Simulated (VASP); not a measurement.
Input of a VASP 6.6.1 run:

The input INCAR:

```
  PREC = Accurate
  ENCUT = 520
  EDIFF = 1E-6
  ISMEAR = 0
  SIGMA = 0.0303
  LREAL = F
  LASPH = T
  NELM = 60
  ALGO = Normal
  ISIF = 2
  LWAVE = F
  LCHARG = F
  GGA = PE
  NBANDS = 65
```

KPOINTS

```
Automatic mesh
0
Gamma
  3 3 3
  0.5 0 0
```

The input POSCAR:

```
Cu4Si2NiSe7
1.0
    6.8155630000      0.1542480000      0.0543070000
    0.2161370000      6.4653710000      0.3923050000
   -0.2058000000     -0.3529750000      6.4464370000
Cu Ni Si Se
4 1 2 7
Direct
    0.3191400000      0.5648460000      0.6156720000
    0.6929000000      0.2216240000      0.7702170000
    0.6424110000      0.5520350000      0.0652340000
    0.4856420000      0.9473500000      0.5125850000
    0.9080940000      0.8597260000      0.9068000000
    0.1653980000      0.2172000000      0.4553820000
    0.7238210000      0.6062040000      0.6138720000
    0.8977940000      0.9381470000      0.4900280000
    0.1945290000      0.8898600000      0.2087880000
    0.5598480000      0.9788900000      0.0904420000
    0.8837080000      0.1968170000      0.1616740000
    0.0175760000      0.4517800000      0.8707990000
    0.9856920000      0.5649080000      0.3146880000
    0.2417780000      0.0928480000      0.8442860000
```

Potentials or basis: VASP PAW PBE potentials, release 64 (Cu, Ni, Si, Se).

Run with:

```console
$ cat potpaw_PBE.64/Cu/POTCAR potpaw_PBE.64/Ni/POTCAR potpaw_PBE.64/Si/POTCAR potpaw_PBE.64/Se/POTCAR > POTCAR
$ mpirun -np 1 vasp_std > vasp.out
```

**Question.** Estimate the pressure.

**Answer.** -1.0 GPa.

**Question.** What does it give for the band gap on the k mesh?

**Answer.** Zero (band 52 reaches 4.90 eV, above the bottom of band 53 at 4.80 eV).

**Question.** What does it give for the largest force?

**Answer.** 2.703 eV/Å.

Stress tensor (GPa, compression positive):
```
-1.84  0.26 -0.39
 0.26 -0.57 -1.83
-0.39 -1.83 -0.50
```

Caveat: the run has no spin polarisation, though such a crystal can be magnetic. Spin polarisation is off, so any magnetic state and its effect on volume and gap are missing.
